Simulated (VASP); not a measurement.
# CuO (C2/c) in VASP: single point with PBE+U

Aim: the single point of CuO with PBE+U.

All numbers are computed with VASP 6.6.1; they aren't measurements. Logs are shortened: lines on timing, memory, paths and dates and some standing lists are left out, and cuts for length are marked.

### Step 1. The cell of the first run

Symmetry: C2/c, No. 15, monoclinic system. Conventional cell: a = 4.683 Å, b = 3.429 Å, c = 5.130 Å, α = 90.00°, β = 99.31°, γ = 90.00°. Cu (site symmetry -1) has 4 O at 1.94 to 1.97 Å within 2.6 Å. Within 2.7 Å of O (site symmetry 2) lie 4 Cu at 1.94 to 1.97 Å and 2 O at 2.61 Å.

### Step 2. Single point, PBE+U, collinear spin

INCAR reads:

```
SYSTEM = CuO
PREC = Accurate ; ENCUT = 520
EDIFF = 1E-6 ; ISMEAR = 0
SIGMA = 0.02 ; LREAL = .False.
LASPH = .True. ; NELM = 150
ALGO = Normal ; ISIF = 2
LWAVE = .False. ; LCHARG = .False.
ISPIN = 2 ; MAGMOM = 1 1 0 0
LORBIT = 11 ; LMAXMIX = 4
LDAU = .True. ; LDAUTYPE = 2
LDAUL = 2 -1 ; LDAUU = 4 0
LDAUJ = 0 0 ; LDAUPRINT = 1
GGA = PE ; NBANDS = 29
```

KPOINTS reads:

```
regular mesh
0
Gamma
  8 8 4
  0 0 0
```

POSCAR reads:

```
CuO
1.0
    2.3416000000     -1.7144000000      0.0000000000
    2.3416000000      1.7144000000      0.0000000000
   -0.8297400000      0.0000000000      5.0621500000
Cu O
2 2
Direct
    0.0000000000      0.5000000000      0.0000000000
    0.5000000000      0.0000000000      0.5000000000
    0.5719000000      0.4281000000      0.2500000000
    0.4281000000      0.5719000000      0.7500000000
```

Potentials or basis: VASP PAW PBE potentials, release 64 (Cu, O).

The run is started by

```bash
cat potpaw_PBE.64/Cu/POTCAR potpaw_PBE.64/O/POTCAR > POTCAR
mpirun -np 1 vasp_std > vasp.out
```

OUTCAR:

```text
SYSTEM = CuO
   PREC = Accurate
   ENCUT = 520
   EDIFF = 1E-6
   ISMEAR = 0
   LREAL = .False.
   LASPH = .True.
   NELM = 150
   ISIF = 2
   ISPIN = 2
   LORBIT = 11
   GGA = PE

 ion  position               nearest neighbor table
   1  0.000  0.500  0.000-   3 1.94   4 1.94   4 1.97   3 1.97
   2  0.500  0.000  0.500-   4 1.94   3 1.94   4 1.97   3 1.97
   3  0.572  0.428  0.250-   2 1.94   1 1.94   2 1.97   1 1.97
   4  0.428  0.572  0.750-   1 1.94   2 1.94   2 1.97   1 1.97

  LATTYP: Found a base centered monoclinic cell.
 ALAT       =     4.6832000000
 B/A-ratio  =     0.7321489580
 C/A-ratio  =     1.0953409799
 COS(beta)  =    -0.1617521216

  Lattice vectors:

 A1 = (   2.3416000000,  -1.7144000000,   0.0000000000)
 A2 = (   2.3416000000,   1.7144000000,   0.0000000000)
 A3 = (  -0.8297400000,   0.0000000000,   5.0621500000)

Analysis of symmetry for initial positions (statically):
=====================================================================
 Subroutine PRICEL returns:
 Original cell was already a primitive cell.

 Routine SETGRP: Setting up the symmetry group for a
 base centered monoclinic supercell.

 Subroutine GETGRP returns: Found  4 space group operations
 (whereof  2 operations were pure point group operations)
 out of a pool of  4 trial point group operations.

The static configuration has the point symmetry S_2 .
 The point group associated with its full space group is C_2h.

Analysis of symmetry for dynamics (positions and initial velocities):
=====================================================================
 Subroutine PRICEL returns:
 Original cell was already a primitive cell.

 Routine SETGRP: Setting up the symmetry group for a
 base centered monoclinic supercell.

 Subroutine GETGRP returns: Found  4 space group operations
 (whereof  2 operations were pure point group operations)
 out of a pool of  4 trial point group operations.

The dynamic configuration has the point symmetry S_2 .
 The point group associated with its full space group is C_2h.

Analysis of structural, dynamic, and magnetic symmetry:
=====================================================================
 Subroutine PRICEL returns:
 Original cell was already a primitive cell.

 Routine SETGRP: Setting up the symmetry group for a
 base centered monoclinic supercell.

 Subroutine GETGRP returns: Found  4 space group operations
 (whereof  2 operations were pure point group operations)
 out of a pool of  4 trial point group operations.

The overall configuration has the point symmetry S_2 .
 The point group associated with its full space group is C_2h.

 Subroutine INISYM returns: Found  4 space group operations
 (whereof  2 operations are pure point group operations),
 and found     1 'primitive' translations

----------------------------------------------------------------------------------------

                                     Primitive cell

  volume of cell :      40.6434

  direct lattice vectors                    reciprocal lattice vectors
     2.341600000 -1.714400000  0.000000000     0.213529211 -0.291647224  0.034999699
     2.341600000  1.714400000  0.000000000     0.213529211  0.291647224  0.034999699
    -0.829740000  0.000000000  5.062150000     0.000000000  0.000000000  0.197544522
[... 149 lines left out ...]
 -0.0136 -0.0750  0.0012  0.1067  0.9334

 occupancies and eigenvectors

  o =  0.3975  v =  0.0000  0.0000  0.0000  0.0000  0.0000 -0.1086 -0.5585  0.0224  0.7870 -0.2376      0.0000  0.0000  0.0000  0.0000  0.0000  0.0000  0.0000  0.0000  0.0000  0.0000
  o =  0.9490  v =  0.0000  0.0000  0.0000  0.0000  0.0000  0.8530  0.1591 -0.4365  0.2088 -0.1137      0.0000  0.0000  0.0000  0.0000  0.0000  0.0000  0.0000  0.0000  0.0000  0.0000
  o =  0.9581  v =  0.8659  0.1528 -0.4371  0.1717 -0.0801  0.0000  0.0000  0.0000  0.0000  0.0000      0.0000  0.0000  0.0000  0.0000  0.0000  0.0000  0.0000  0.0000  0.0000  0.0000
  o =  0.9655  v =  0.0000  0.0000  0.0000  0.0000  0.0000  0.1207 -0.0714  0.0817  0.2517  0.9541      0.0000  0.0000  0.0000  0.0000  0.0000  0.0000  0.0000  0.0000  0.0000  0.0000
  o =  0.9668  v =  0.0000  0.0000  0.0000  0.0000  0.0000 -0.1256  0.7896  0.3079  0.5085 -0.0855      0.0000  0.0000  0.0000  0.0000  0.0000  0.0000  0.0000  0.0000  0.0000  0.0000
  o =  0.9728  v =  0.1203 -0.7858 -0.2712 -0.4790  0.2552  0.0000  0.0000  0.0000  0.0000  0.0000      0.0000  0.0000  0.0000  0.0000  0.0000  0.0000  0.0000  0.0000  0.0000  0.0000
  o =  0.9737  v = -0.0931 -0.0542 -0.1649 -0.3325 -0.9223  0.0000  0.0000  0.0000  0.0000  0.0000      0.0000  0.0000  0.0000  0.0000  0.0000  0.0000  0.0000  0.0000  0.0000  0.0000
  o =  0.9755  v =  0.0000  0.0000  0.0000  0.0000  0.0000  0.4798 -0.1846  0.8411 -0.1232 -0.1140      0.0000  0.0000  0.0000  0.0000  0.0000  0.0000  0.0000  0.0000  0.0000  0.0000
  o =  0.9791  v =  0.4717 -0.1736  0.8414 -0.1452 -0.1355  0.0000  0.0000  0.0000  0.0000  0.0000      0.0000  0.0000  0.0000  0.0000  0.0000  0.0000  0.0000  0.0000  0.0000  0.0000
  o =  1.0281  v = -0.0685 -0.5711  0.0161  0.7807 -0.2438  0.0000  0.0000  0.0000  0.0000  0.0000      0.0000  0.0000  0.0000  0.0000  0.0000  0.0000  0.0000  0.0000  0.0000  0.0000

atom =   2  type =  1  l = 2

 onsite density matrix

spin component  1

  0.9634 -0.0003 -0.0080  0.0056 -0.0016
 -0.0003  0.9907  0.0004  0.0249 -0.0081
 -0.0080  0.0004  0.9745  0.0011 -0.0013
  0.0056  0.0249  0.0011  1.0063 -0.0099
 -0.0016 -0.0081 -0.0013 -0.0099  0.9769

spin component  2

  0.9491 -0.0377 -0.0115 -0.0449  0.0136
 -0.0377  0.7891 -0.0070 -0.2499  0.0750
 -0.0115 -0.0070  0.9693 -0.0093  0.0012
 -0.0449 -0.2499 -0.0093  0.6135  0.1067
  0.0136  0.0750  0.0012  0.1067  0.9334

 occupancies and eigenvectors

  o =  0.3975  v =  0.0000  0.0000  0.0000  0.0000  0.0000  0.1086  0.5585  0.0224  0.7870 -0.2376      0.0000  0.0000  0.0000  0.0000  0.0000  0.0000  0.0000  0.0000  0.0000  0.0000
  o =  0.9490  v =  0.0000  0.0000  0.0000  0.0000  0.0000 -0.8530 -0.1591 -0.4365  0.2088 -0.1137      0.0000  0.0000  0.0000  0.0000  0.0000  0.0000  0.0000  0.0000  0.0000  0.0000
  o =  0.9581  v =  0.8659  0.1528  0.4371 -0.1717  0.0801  0.0000  0.0000  0.0000  0.0000  0.0000      0.0000  0.0000  0.0000  0.0000  0.0000  0.0000  0.0000  0.0000  0.0000  0.0000
  o =  0.9655  v =  0.0000  0.0000  0.0000  0.0000  0.0000 -0.1207  0.0714  0.0817  0.2517  0.9541      0.0000  0.0000  0.0000  0.0000  0.0000  0.0000  0.0000  0.0000  0.0000  0.0000
  o =  0.9668  v =  0.0000  0.0000  0.0000  0.0000  0.0000  0.1256 -0.7896  0.3079  0.5085 -0.0855      0.0000  0.0000  0.0000  0.0000  0.0000  0.0000  0.0000  0.0000  0.0000  0.0000
  o =  0.9728  v = -0.1203  0.7858 -0.2712 -0.4790  0.2552  0.0000  0.0000  0.0000  0.0000  0.0000      0.0000  0.0000  0.0000  0.0000  0.0000  0.0000  0.0000  0.0000  0.0000  0.0000
  o =  0.9737  v =  0.0931  0.0542 -0.1649 -0.3325 -0.9223  0.0000  0.0000  0.0000  0.0000  0.0000      0.0000  0.0000  0.0000  0.0000  0.0000  0.0000  0.0000  0.0000  0.0000  0.0000
  o =  0.9755  v =  0.0000  0.0000  0.0000  0.0000  0.0000 -0.4798  0.1846  0.8411 -0.1232 -0.1140      0.0000  0.0000  0.0000  0.0000  0.0000  0.0000  0.0000  0.0000  0.0000  0.0000
  o =  0.9791  v =  0.4717 -0.1736 -0.8414  0.1452  0.1355  0.0000  0.0000  0.0000  0.0000  0.0000      0.0000  0.0000  0.0000  0.0000  0.0000  0.0000  0.0000  0.0000  0.0000  0.0000
  o =  1.0281  v =  0.0685  0.5711  0.0161  0.7807 -0.2438  0.0000  0.0000  0.0000  0.0000  0.0000      0.0000  0.0000  0.0000  0.0000  0.0000  0.0000  0.0000  0.0000  0.0000  0.0000

 number of electron      34.0000010 magnetization       1.9928952

 Free energy of the ion-electron system (eV)
  ---------------------------------------------------
  ext. energy  EPLUGINS =         0.00000000
  ---------------------------------------------------
  free energy    TOTEN  =       -17.12191766 eV

  energy without entropy =      -17.12186693  energy(sigma->0) =      -17.12189230

 E-fermi :   5.4657     XC(G=0): -11.8417

 val. band max:        5.3803012231   @ k =   0.5000   0.3750   0.0000
 cond. band min:       5.4667720000   @ k =  -0.3750   0.3750   0.0000
 fundamental gap:      0.0864707769
 Fermi energy:         5.4656644604

 spin component 1

 k-point     1 :       0.0000    0.0000    0.0000
  band No.  band energies     occupation
      1     -14.2443      1.00000
      2     -12.8730      1.00000
      3      -2.8933      1.00000
      4      -1.7564      1.00000
      5      -1.3449      1.00000
      6       0.3587      1.00000
[... 1529 lines left out ...]
     28      25.6364      0.00000
     29      26.9289      0.00000

 [... further k-points ...]

------------------------ aborting loop because EDIFF is reached ----------------------------------------

  FORCE on cell =-STRESS in cart. coord.  units (eV):
  Direction    XX          YY          ZZ          XY          YZ          ZX
  --------------------------------------------------------------------------------------
  -------------------------------------------------------------------------------------
  Total        0.9938838      1.5372006      1.5993355      0.0000000      0.0000000      0.3738978
  in kB       39.1792673     60.5970170     63.0463987      0.0000000      0.0000000     14.7391919
  external PRESSURE =      54.2742277 kB  Pullay stress =       0.0000000 kB

 VOLUME and BASIS-vectors are now :
 -----------------------------------------------------------------------------
  energy-cutoff  :      520.00
  volume of cell :       40.64
      direct lattice vectors                 reciprocal lattice vectors
     2.341600000 -1.714400000  0.000000000     0.213529211 -0.291647224  0.034999699
     2.341600000  1.714400000  0.000000000     0.213529211  0.291647224  0.034999699
    -0.829740000  0.000000000  5.062150000     0.000000000  0.000000000  0.197544522

 POSITION                                       TOTAL-FORCE (eV/Angst)
 -----------------------------------------------------------------------------------
      1.17080      0.85720      0.00000         0.000000      0.000000      0.000000
      0.75593     -0.85720      2.53107         0.000000      0.000000      0.000000
      2.13417     -0.24653      1.26554         0.000000     -0.079316      0.000000
      1.71930      0.24653      3.79661        -0.000000      0.079316      0.000000
 -----------------------------------------------------------------------------------
    total drift:                                0.000000      0.000000     -0.000000

  FREE ENERGIE OF THE ION-ELECTRON SYSTEM (eV)
  ---------------------------------------------------
  free  energy   TOTEN  =       -17.1219176643 eV

  energy  without entropy=      -17.1218669258  energy(sigma->0) =      -17.12189230

 total charge

# of ion       s       p       d       tot
------------------------------------------
    1        0.380   0.394   9.145   9.920
    2        0.380   0.394   9.145   9.920
    3        1.558   3.442   0.000   5.000
    4        1.558   3.442   0.000   5.000
--------------------------------------------------
tot          3.876   7.672  18.291  29.839

 magnetization (x)

# of ion       s       p       d       tot
------------------------------------------
    1       -0.003   0.003   0.658   0.657
    2       -0.003   0.003   0.658   0.657
    3        0.020   0.279   0.000   0.299
    4        0.020   0.279   0.000   0.299
--------------------------------------------------
tot          0.033   0.564   1.316   1.913
```

Run time: 5.8 min. Hardware: 1 thread of Intel Xeon 8259CL, shared host; peak memory 0.27 GiB.

Results:

```yaml
Free_energy: -17.1219 eV
Pressure: 5.4 GPa
Largest_force: 0.079 eV/Å
Band_gap_on_the_k_mesh: zero (filled and empty bands overlap)
Net_moment: 1.99 μB per cell
Site_moments: Cu +0.66; O +0.30 μB
Valence_electrons_inside_the_program's_atomic_spheres: Cu 9.92; O 5.00
```

Forces in eV/Å, atoms in the order of the input:
```
Cu   0.000  0.000  0.000
Cu   0.000  0.000  0.000
O    0.000 -0.079  0.000
O    0.000  0.079  0.000
```

Levels at points of the mesh, in eV from the Fermi level:
Spin up:
```csv
k point,band 15,band 16,band 17,band 18,band 19,band 20,band 21,band 22
"(0.00, 0.00, 0.00)",-2.85,-2.38,-0.67,-0.11,1.62,6.36,8.12,13.78
"(0.50, 0.00, 0.00)",-2.77,-2.14,-1.02,-0.76,4.90,6.51,7.05,11.34
"(0.50, 0.50, 0.00)",-3.55,-2.74,-1.72,0.02,3.53,7.23,8.72,10.18
"(0.00, 0.00, 0.50)",-2.12,-2.12,-0.79,-0.79,3.93,3.93,11.87,11.87
"(0.50, 0.00, 0.50)",-3.11,-2.84,-1.33,-0.33,5.37,6.64,8.25,8.72
"(0.50, 0.50, 0.50)",-2.41,-2.41,-1.88,-1.88,5.30,5.30,9.14,9.14
```
Spin down:
```csv
k point,band 13,band 14,band 15,band 16,band 17,band 18,band 19,band 20
"(0.00, 0.00, 0.00)",-2.82,-2.39,-2.32,-1.77,1.22,1.94,2.10,6.47
"(0.50, 0.00, 0.00)",-3.25,-2.51,-2.21,-1.60,1.29,1.50,5.01,6.69
"(0.50, 0.50, 0.00)",-3.40,-3.10,-2.20,-1.41,0.06,2.31,3.53,7.39
"(0.00, 0.00, 0.50)",-3.09,-3.09,-1.59,-1.59,1.46,1.46,4.24,4.24
"(0.50, 0.00, 0.50)",-3.19,-2.62,-2.34,-2.28,0.88,1.82,5.51,6.92
"(0.50, 0.50, 0.50)",-2.56,-2.56,-1.81,-1.81,0.87,0.87,5.35,5.35
```

Eigenvalues of the final occupation matrices:
```csv
site,spin,trace,eigenvalues
site 1 d,1,4.91,0.96 0.97 0.97 0.98 1.03
site 1 d,2,4.25,0.40 0.95 0.97 0.97 0.98
site 2 d,1,4.91,0.96 0.97 0.97 0.98 1.03
site 2 d,2,4.25,0.40 0.95 0.97 0.97 0.98
```

Caveat: the cell stands under pressure.
